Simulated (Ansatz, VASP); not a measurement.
# MoS2: VASP beside Ansatz

Contents of INCAR:

```
PREC = Accurate
ENCUT = 520
EDIFF = 1E-6
ISMEAR = 0
SIGMA = 0.05
LREAL = F
LASPH = T
NELM = 100
ALGO = Normal
ISIF = 2
LWAVE = F
LCHARG = T
GGA = PE
LELF = T
LVHAR = T
NBANDS = 35
```

Contents of KPOINTS:

```
regular mesh
0
Gamma
  10 10 2
```

File POSCAR:

```
MoS2
1.0
   -3.1855822414      0.0000000000      0.0000000000
   -1.5927911207     -2.7587951469      0.0000000000
    0.0000000000      0.0000000000     20.5104568311
Mo S
2 4
Direct
    0.3333333333      0.3333333333      0.1768665729
    0.6666666667      0.6666666667      0.5305997186
    0.3333333333      0.3333333333      0.4544163316
    0.6666666667      0.6666666667      0.1006831858
    0.3333333333      0.3333333333      0.6067831057
    0.6666666667      0.6666666667      0.2530499599
```

Input for Ansatz:

```yaml
crystal:
  lattice:
    - [-3.1855822414, 0.0, 0.0]
    - [-1.5927911207, -2.7587951469, 0.0]
    - [0.0, 0.0, 20.5104568311]
  atoms:
    - { symbol: Mo, position: [0.3333333333, 0.3333333333, 0.1768665729] }
    - { symbol: Mo, position: [0.6666666667, 0.6666666667, 0.5305997186] }
    - { symbol: S, position: [0.3333333333, 0.3333333333, 0.4544163316] }
    - { symbol: S, position: [0.6666666667, 0.6666666667, 0.1006831858] }
    - { symbol: S, position: [0.3333333333, 0.3333333333, 0.6067831057] }
    - { symbol: S, position: [0.6666666667, 0.6666666667, 0.2530499599] }
basis:
  ecutwfc: 420
kpoints:
  mp_grid: { grid: [10, 10, 2] }
hamiltonian:
  xc: pbe
scf:
  occupations: { method: gaussian, width: 0.05 }
output:
  forces: true
  stress: true
  eigenvalues: true
```

Alike in both runs: task single point; functional PBE; k mesh 10 × 10 × 2; occupations gaussian, width 0.05 eV; no spin polarisation.

```csv
,VASP,Ansatz
version,VASP 6.6.1,Ansatz 0.2.0
potentials or method,"VASP PAW PBE potentials, release 64 (Mo_sv, S), cutoff 520 eV","scalar-relativistic, plane waves, PAW"
valence electrons in the cell,52,52
```

```csv
,VASP,Ansatz,Ansatz less VASP
gap on the k mesh at the Fermi level (eV),1.66,1.65,-0.012
least direct gap on the mesh (eV),1.92,1.92,-0.004
rms of the force components (eV/Å),0.007,0.002,-0.0053
```

Atom by atom the forces differ by 0.005 eV/Å (rms over components).
